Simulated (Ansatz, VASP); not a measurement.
**One calculation of Al, two programs**

INCAR

```
SYSTEM = Al
  PREC = Accurate
  ENCUT = 520
  EDIFF = 1E-6
  ISMEAR = 0
  SIGMA = 0.1
  LREAL = Auto
  LASPH = .True.
  NELM = 80
  ALGO = Normal
  ISIF = 2
  LWAVE = .False.
  LCHARG = .False.
  LDIPOL = .True.
  IDIPOL = 3
  DIPOL = 0.5 0.5 0.390
  GGA = PE
  NBANDS = 78
```

File KPOINTS:

```
regular mesh
0
Gamma
  6 6 1
  0 0 0
```

POSCAR

```
Al
1.0
    5.7070863106      0.0000000000      0.0000000000
   -2.8535431553      4.9424817266      0.0000000000
    0.0000000000      0.0000000000     34.2605580927
Al
36
Direct
    0.1666666667      0.3333333333      0.1167523305
    0.1666666667      0.8333333333      0.1167523305
    0.6666666667      0.3333333333      0.1167523305
    0.6666666667      0.8333333333      0.1167523305
    0.0000000000      0.0000000000      0.1852090274
    0.0000000000      0.5000000000      0.1852090274
    0.5000000000      0.0000000000      0.1852090274
    0.5000000000      0.5000000000      0.1852090274
    0.3333333333      0.1666666667      0.2536657244
    0.3333333333      0.6666666667      0.2536657244
    0.8333333333      0.1666666667      0.2536657244
    0.8333333333      0.6666666667      0.2536657244
    0.0000000000      0.0000000000      0.3221224214
    0.0000000000      0.5000000000      0.3221224214
    0.5000000000      0.0000000000      0.3221224214
    0.5000000000      0.5000000000      0.3221224214
    0.1666666667      0.3333333333      0.3899858423
    0.1666666667      0.8333333333      0.3899858423
    0.6666666667      0.3333333333      0.3899858423
    0.6666666667      0.8333333333      0.3899858423
    0.0000000000      0.0000000000      0.4578168580
    0.0000000000      0.5000000000      0.4578168580
    0.5000000000      0.0000000000      0.4578168580
    0.5000000000      0.5000000000      0.4578168580
    0.3333333333      0.1666666667      0.5268325045
    0.3333333333      0.6666666667      0.5268325045
    0.8333333333      0.1666666667      0.5268325045
    0.8333333333      0.6666666667      0.5268325045
    0.0000000000      0.0000000000      0.5950901730
    0.0000000000      0.5000000000      0.5950901730
    0.5000000000      0.0000000000      0.5950901730
    0.5000000000      0.5000000000      0.5950901730
    0.1666666667      0.3333333333      0.6643370499
    0.1666666667      0.8333333333      0.6643370499
    0.6666666667      0.3333333333      0.6643370499
    0.6666666667      0.8333333333      0.6643370499
```

Input for Ansatz:

```yaml
crystal:
  lattice:
    - [5.7070863106, 0.0, 0.0]
    - [-2.8535431553, 4.9424817266, 0.0]
    - [0.0, 0.0, 34.2605580927]
  atoms:
    - { symbol: Al, position: [0.1666666667, 0.3333333333, 0.1167523305] }
    - { symbol: Al, position: [0.1666666667, 0.8333333333, 0.1167523305] }
    - { symbol: Al, position: [0.6666666667, 0.3333333333, 0.1167523305] }
    - { symbol: Al, position: [0.6666666667, 0.8333333333, 0.1167523305] }
    - { symbol: Al, position: [0.0, 0.0, 0.1852090274] }
    - { symbol: Al, position: [0.0, 0.5, 0.1852090274] }
    - { symbol: Al, position: [0.5, 0.0, 0.1852090274] }
    - { symbol: Al, position: [0.5, 0.5, 0.1852090274] }
    - { symbol: Al, position: [0.3333333333, 0.1666666667, 0.2536657244] }
    - { symbol: Al, position: [0.3333333333, 0.6666666667, 0.2536657244] }
    - { symbol: Al, position: [0.8333333333, 0.1666666667, 0.2536657244] }
    - { symbol: Al, position: [0.8333333333, 0.6666666667, 0.2536657244] }
    - { symbol: Al, position: [0.0, 0.0, 0.3221224214] }
    - { symbol: Al, position: [0.0, 0.5, 0.3221224214] }
    - { symbol: Al, position: [0.5, 0.0, 0.3221224214] }
    - { symbol: Al, position: [0.5, 0.5, 0.3221224214] }
    - { symbol: Al, position: [0.1666666667, 0.3333333333, 0.3899858423] }
    - { symbol: Al, position: [0.1666666667, 0.8333333333, 0.3899858423] }
    - { symbol: Al, position: [0.6666666667, 0.3333333333, 0.3899858423] }
    - { symbol: Al, position: [0.6666666667, 0.8333333333, 0.3899858423] }
    - { symbol: Al, position: [0.0, 0.0, 0.457816858] }
    - { symbol: Al, position: [0.0, 0.5, 0.457816858] }
    - { symbol: Al, position: [0.5, 0.0, 0.457816858] }
    - { symbol: Al, position: [0.5, 0.5, 0.457816858] }
    - { symbol: Al, position: [0.3333333333, 0.1666666667, 0.5268325045] }
    - { symbol: Al, position: [0.3333333333, 0.6666666667, 0.5268325045] }
    - { symbol: Al, position: [0.8333333333, 0.1666666667, 0.5268325045] }
    - { symbol: Al, position: [0.8333333333, 0.6666666667, 0.5268325045] }
    - { symbol: Al, position: [0.0, 0.0, 0.595090173] }
    - { symbol: Al, position: [0.0, 0.5, 0.595090173] }
    - { symbol: Al, position: [0.5, 0.0, 0.595090173] }
    - { symbol: Al, position: [0.5, 0.5, 0.595090173] }
    - { symbol: Al, position: [0.1666666667, 0.3333333333, 0.6643370499] }
    - { symbol: Al, position: [0.1666666667, 0.8333333333, 0.6643370499] }
    - { symbol: Al, position: [0.6666666667, 0.3333333333, 0.6643370499] }
    - { symbol: Al, position: [0.6666666667, 0.8333333333, 0.6643370499] }
basis:
  ecutwfc: 420
kpoints:
  mp_grid: { grid: [6, 6, 1] }
hamiltonian:
  xc: pbe
  pseudopotentials: { kind: paw, azcp: { folder: soft_1 } }
scf:
  occupations: { method: gaussian, width: 0.1 }
output:
  forces: true
  eigenvalues: true
  write_density: true
  write_potential: true
  elf: true
  volumetric_format: npy
efield:
  axis: 3
  dipole_correction: true
  ramp_width: 0.04
```

Alike in both runs: task single point; functional PBE; k mesh 6 × 6 × 1; occupations gaussian, width 0.1 eV; no spin polarisation.

|  | VASP | Ansatz |
| --- | --- | --- |
| version | VASP 6.6.1 | Ansatz 0.2.0 |
| potentials or method | VASP PAW PBE potentials, release 64 (Al), cutoff 520 eV | scalar-relativistic, plane waves, PAW |
| valence electrons in the cell | 108 | 108 |

|  | VASP | Ansatz | Ansatz less VASP |
| --- | --- | --- | --- |
| gap on the k mesh at the Fermi level (eV) | none | none | - |
| rms of the force components (eV/Å) | 0.021 | 0.021 | -0.0004 |

Atom by atom the forces differ by 0.002 eV/Å (rms over components). A gap of «none» marks a metal or a gap that the smearing closes. The functional is the same, so the differences come from potentials, cutoffs and numerics.
